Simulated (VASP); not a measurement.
Hf3F2:

```
CELL_PARAMETERS angstrom
4.28465 0.00000 0.00000
0.00000 4.28465 0.00000
0.00000 0.00000 4.28465
ATOMIC_POSITIONS crystal
Hf 0.50000 0.00000 0.00000
Hf 0.00000 0.50000 0.00000
Hf 0.00000 0.00000 0.50000
F 0.00000 0.00000 0.00000
F 0.50000 0.50000 0.50000
```

The cell was built from a structure type or drawn by symmetry, and may not be a known phase.

| Quantity | Value |
| --- | --- |
| Program | VASP 6.6.1 |
| Task | relaxation of cell and atoms |
| Functional | PBE |
| Potentials or basis | VASP PAW PBE potentials, release 64 (Hf_pv, F) |
| Cutoff | 600 eV |
| k mesh | 4 × 4 × 4 |
| Occupations | gaussian, width 0.1 eV |
| Spin | no spin polarisation |

At the start: pressure 17.5 GPa; volume 15.73 Å³/atom.

Problem. Where does the relaxation end?

Solution. Over 3 steps the energy falls by 129.4 meV/atom and the volume is 18.44 Å³/atom (+17.2 %); space group Pm-3m (No. 221, to 0.1 Å) before and after.

Step by step:
| step | energy change (eV) | largest force (eV/Å) | pressure (GPa) | volume (Å³) |
| --- | --- | --- | --- | --- |
| 1 | 0.0000 | 0.0000 | 17.55 | 78.66 |
| 2 | -0.5106 | 0.0000 | -5.54 | 99.95 |
| 3 | -0.6471 | 0.0000 | 0.27 | 92.19 |

Final structure:
```cif
data_structure
_symmetry_space_group_name_H-M 'P 1'
_symmetry_Int_Tables_number 1
_cell_length_a 4.5175
_cell_length_b 4.5175
_cell_length_c 4.5175
_cell_angle_alpha 90.000
_cell_angle_beta 90.000
_cell_angle_gamma 90.000
_cell_volume 92.19
loop_
_atom_site_label
_atom_site_type_symbol
_atom_site_fract_x
_atom_site_fract_y
_atom_site_fract_z
_atom_site_occupancy
Hf1 Hf 0.50000 0.00000 0.00000 1
Hf2 Hf 0.00000 0.50000 0.00000 1
Hf3 Hf 0.00000 0.00000 0.50000 1
F1 F 0.00000 0.00000 0.00000 1
F2 F 0.50000 0.50000 0.50000 1
```

Caveat: the k points lie up to 0.35 Å⁻¹ apart in the final cell, too coarse for converged energies and pressures of a metal; the volume moved by over 15 % at a fixed basis, so the end points are rough.
